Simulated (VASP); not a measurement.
# Os (P6_3/mmc) in VASP: further runs, part 3 of 3

VASP 6.6.1.

### 5 Electric field gradients, PBE (13.28 Å³/atom)

This run uses another cell than the first one, of 13.28 Å³/atom.

The input, INCAR:

```
  PREC = Accurate
  ENCUT = 520
  EDIFF = 1E-8
  ISMEAR = -1
  SIGMA = 0.05
  LREAL = False
  LASPH = True
  NELM = 80
  ALGO = Normal
  ISIF = 2
  LWAVE = False
  LCHARG = False
  GGA = PE
  LEFG = True
  NBANDS = 15
```

The input, KPOINTS:

```
regular mesh
0
Gamma
  15 15 9
```

The input, POSCAR:

```
Os
1.0
    2.6877503439      0.0000000000      0.0000000000
   -1.3438751720      2.3276600768      0.0000000000
    0.0000000000      0.0000000000      4.2464705989
Os
2
Direct
    0.3333333333      0.6666666667      0.2500000000
    0.6666666667      0.3333333333      0.7500000000
```

Potentials or basis: VASP PAW PBE potentials, release 64 (Os).

Launch:

```
> cat potpaw_PBE.64/Os/POTCAR > POTCAR
> mpirun -np 1 vasp_std > vasp.out
```

OUTCAR:

```text
PREC = Accurate
   ENCUT = 520
   EDIFF = 1E-8
   ISMEAR = -1
   LREAL = False
   LASPH = True
   NELM = 80
   ISIF = 2
   GGA = PE

 ion  position               nearest neighbor table
   1  0.333  0.667  0.250-   2 2.63   2 2.63   2 2.63   2 2.63   2 2.63   2 2.63
   2  0.667  0.333  0.750-   1 2.63   1 2.63   1 2.63   1 2.63   1 2.63   1 2.63

  LATTYP: Found a hexagonal cell.
 ALAT       =     2.6877503439
 C/A-ratio  =     1.5799349104

  Lattice vectors:

 A1 = (   2.6877503439,   0.0000000000,   0.0000000000)
[... 647 lines left out ...]
  ---------------------------------------------------
  free  energy   TOTEN  =       -22.3072054355 eV

  energy  without entropy=      -22.2996804975  energy(sigma->0) =      -22.30344297

 Electric field gradients (V/A^2)
---------------------------------------------------------------------
 ion       V_xx      V_yy      V_zz      V_xy      V_xz      V_yz
---------------------------------------------------------------------
   1      42.849    42.849   -85.698     0.000     0.000    -0.000
   2      42.849    42.849   -85.698     0.000    -0.000     0.000
---------------------------------------------------------------------

 Electric field gradients after diagonalization (V/A^2)
 (convention: |V_zz| > |V_xx| > |V_yy|)
----------------------------------------------------------------------
 ion       V_xx      V_yy      V_zz     asymmetry (V_yy - V_xx)/ V_zz
----------------------------------------------------------------------
   1      42.849    42.849   -85.698       0.000
   2      42.849    42.849   -85.698       0.000
----------------------------------------------------------------------

           NMR quadrupolar parameters

 Cq : quadrupolar parameter    Cq=e*Q*V_zz/h
 eta: asymmetry parameters     (V_yy - V_xx)/ V_zz
 Q  : nuclear electric quadrupole moment in mb (millibarn)
----------------------------------------------------------------------
 ion       Cq(MHz)       eta       Q (mb)
----------------------------------------------------------------------
   1      -0.207       0.000       1.000
   2      -0.207       0.000       1.000
----------------------------------------------------------------------
```

OSZICAR:

```text
N       E                     dE             d eps       ncg     rms          rms(c)
DAV:   1     0.108417374517E+03    0.10842E+03   -0.75407E+03  4050   0.104E+03
DAV:   2    -0.189146327211E+02   -0.12733E+03   -0.11118E+03  4134   0.334E+02
DAV:   3    -0.236021025130E+02   -0.46875E+01   -0.45611E+01  5464   0.580E+01
DAV:   4    -0.236327982579E+02   -0.30696E-01   -0.30670E-01  4477   0.479E+00
DAV:   5    -0.236329594013E+02   -0.16114E-03   -0.16114E-03  5535   0.330E-01    0.263E+01
DAV:   6    -0.226462472710E+02    0.98671E+00   -0.69625E-01  5198   0.709E+00    0.127E+01
DAV:   7    -0.223148684356E+02    0.33138E+00   -0.57997E-01  5177   0.634E+00    0.605E-01
DAV:   8    -0.223088513605E+02    0.60171E-02   -0.71538E-03  4190   0.673E-01    0.341E-01
DAV:   9    -0.223072197458E+02    0.16316E-02   -0.14619E-03  5086   0.381E-01    0.326E-02
DAV:  10    -0.223072235411E+02   -0.37953E-05   -0.37438E-05  5149   0.476E-02    0.763E-03
DAV:  11    -0.223072066274E+02    0.16914E-04   -0.30241E-06  4736   0.205E-02    0.159E-03
DAV:  12    -0.223072055473E+02    0.10801E-05   -0.76856E-08  5303   0.295E-03    0.321E-04
DAV:  13    -0.223072054844E+02    0.62819E-07   -0.12084E-09  3418   0.375E-04    0.195E-04
DAV:  14    -0.223072054031E+02    0.81284E-07   -0.26730E-10  2767   0.157E-04    0.137E-04
DAV:  15    -0.223072054334E+02   -0.30266E-07   -0.52964E-11  2683   0.791E-05    0.411E-06
DAV:  16    -0.223072054355E+02   -0.20830E-08   -0.56272E-12  2382   0.212E-05
   1 F= -.22307205E+02 E0= -.22303443E+02  d E =-.752494E-02
```

It took 55 s on 1 thread of Intel Xeon Platinum 8259CL at 2.50GHz (Skylake/Cascade Lake), shared host; peak memory 0.17 GiB.

Results:

| Quantity | Value |
| --- | --- |
| Free energy | -22.3072 eV |
| Pressure | 34.7 GPa |
| Band gap on the k mesh | zero (bands 8 and 9 overlap by 4.15 eV) |
| Largest electric field gradient by atom | Os -85.7 V/Å² |

Levels at points of the mesh, in eV from the Fermi level:
| k point | band 4 | band 5 | band 6 | band 7 | band 8 | band 9 | band 10 | band 11 | band 12 | band 13 |
| --- | --- | --- | --- | --- | --- | --- | --- | --- | --- | --- |
| (0.00, 0.00, 0.00) | -3.30 | -3.02 | -2.38 | -2.38 | -1.68 | -1.68 | 0.04 | 1.83 | 1.83 | 9.71 |

Electric field gradients, principal values (V/Å²):
| atom | least | middle | greatest (by size) |
| --- | --- | --- | --- |
| 1 Os | 42.849 | 42.849 | -85.698 |
| 2 Os | 42.849 | 42.849 | -85.698 |

Caveat: the cell stands under pressure; without QUAD_EFG the Cq values of the log hold for a quadrupole moment of 1 mb, not for the nuclei; spin-orbit coupling is left out, which moves the levels of the heavy elements.

### 6 Summary

```tsv
cell	gap on the mesh (eV)	pressure (GPa)
a = 2.714, b = 2.714, c = 4.384 Å, angles 90.0, 90.0, 120.0°, 2 atoms	none	8.5
a = 2.707, b = 2.707, c = 4.406 Å, angles 90.0, 90.0, 120.0°, 2 atoms	none	8.6
a = 2.688, b = 2.688, c = 4.246 Å, angles 90.0, 90.0, 120.0°, 2 atoms	none	34.7
```

Alike in all rows: task electric field gradients; level PBE; potentials or basis VASP PAW PBE potentials, release 64 (Os); no spin polarisation; k mesh 15 × 15 × 9; cutoff (eV) 520; smearing fermi-dirac 0.05 eV.

Caveats: the cell stands under pressure; spin-orbit coupling is left out, which moves the levels of the heavy elements.

Total energies depend on the potentials used, so only differences within one code and one set of settings carry meaning.
